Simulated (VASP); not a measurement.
TiB, 2 atoms in the cell. Symmetry: F-43m, No. 216, cubic system. The conventional cell has a = 4.836 Å, b = 4.836 Å, c = 4.836 Å, α = 90.00°, β = 90.00°, γ = 90.00°. Within 2.8 Å of Ti (site symmetry -43m) lie 4 B at 2.09 Å. Within 2.8 Å of B (site symmetry -43m) lie 4 Ti at 2.09 Å. 

- Program: VASP 6.6.1
- Task: relaxation of cell and atoms
- Functional: PBEsol
- Potentials or basis: VASP PAW PBE potentials, release 64 (Ti_sv, B)
- Cutoff: 600 eV
- k mesh: 14 × 14 × 14
- Occupations: gaussian, width 0.1 eV
- Spin: no spin polarisation
- Target pressure: 5 GPa
- Dipole correction: no
- Further INCAR settings: ALGO = Normal; EDIFF = 1e-06; IBRION = 2; EDIFFG = -0.008; NSW = 70; ISIF = 3

Potentials or basis: VASP PAW PBE potentials, release 64 (Ti_sv, B).

Launch:

```bash
$ cat potpaw_PBE.64/Ti_sv/POTCAR potpaw_PBE.64/B/POTCAR > POTCAR
$ mpirun -np 1 vasp_std > vasp.out
```

Hardware: 1 thread of Intel(R) Xeon(R) 6975P-C (Granite Rapids), with other jobs on the host.

Problem. Estimate the wall time of this run.

Solution. Run time: 29 s on 1 thread of Intel(R) Xeon(R) 6975P-C (Granite Rapids) (shared host), peak memory 0.19 GiB. Counts: scf iterations 21, k points 104, ion steps 2.
